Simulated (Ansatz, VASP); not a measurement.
# One calculation of TiO2, two programs

The input INCAR:

```
ALGO = Normal
EDIFF = 1E-8
ENCUT = 520
GGA = PE
ISIF = 2
ISMEAR = -1
LASPH = T
LCHARG = F
LEFG = T
LREAL = F
LWAVE = F
NBANDS = 33
NELM = 100
PREC = Accurate
SIGMA = 0.05
```

File KPOINTS:

```
k-points
0
Gamma
  7 7 10
```

The input POSCAR:

```
TiO2
1.0
    4.5940000000     -0.0229700000     -0.0229700000
   -0.0229700000      4.5940000000     -0.0229700000
   -0.0147950000     -0.0147950000      2.9590000000
Ti O
2 4
Direct
    0.0000000000      0.0000000000      0.0000000000
    0.5000000000      0.5000000000      0.5000000000
    0.3060000000      0.3060000000      0.0000000000
    0.1940000000      0.8060000000      0.5000000000
    0.6940000000      0.6940000000      0.0000000000
    0.8060000000      0.1940000000      0.5000000000
```

Input for Ansatz:

```yaml
crystal:
  lattice:
    - [4.594, -0.02297, -0.02297]
    - [-0.02297, 4.594, -0.02297]
    - [-0.014795, -0.014795, 2.959]
  atoms:
    - { symbol: Ti, position: [0.0, 0.0, 0.0] }
    - { symbol: Ti, position: [0.5, 0.5, 0.5] }
    - { symbol: O, position: [0.306, 0.306, 0.0] }
    - { symbol: O, position: [0.194, 0.806, 0.5] }
    - { symbol: O, position: [0.694, 0.694, 0.0] }
    - { symbol: O, position: [0.806, 0.194, 0.5] }
kpoints:
  mp_grid: { grid: [7, 7, 10] }
scf:
  occupations: { method: fermi_dirac, width: 0.05 }
hamiltonian:
  xc: pbe
  pseudopotentials: { kind: all_electron, datasets: crystal }
output:
  forces: true
  stress: true
  eigenvalues: true
  efg: { contact_densities: true }
```

Change from the starting cell: equal xy, yz and zx shear strains of -1 %, crystal datasets.

Alike in both runs: task electric field gradients; functional PBE; k mesh 7 × 7 × 10; occupations fermi-dirac, width 0.05 eV; no spin polarisation.

```csv
,VASP,Ansatz
version,VASP 6.6.1,Ansatz 0.2.0
potentials or method,"VASP PAW PBE potentials, release 64 (Ti_sv, O), cutoff 520 eV","all-electron PAW with datasets made for the crystal, scalar-relativistic"
```

|  | VASP | Ansatz | Ansatz less VASP |
| --- | --- | --- | --- |
| gap on the k mesh at the Fermi level (eV) | 1.91 | 1.93 | +0.020 |
| pressure (GPa) | 6.2 | 5.5 | -0.70 |
| traceless stress, the component that is largest in VASP (GPa) | 2.30 | 2.28 | -0.021 |
| rms of the force components (eV/Å) | 0.131 | 0.117 | -0.0138 |
| size of Vzz on the site where it differs most (V/Å²) | 22.0 | 21.6 | -0.48 |

Atom by atom the forces differ by 0.014 eV/Å (rms over components). Ansatz ran all-electron here, and VASP with PAW potentials.
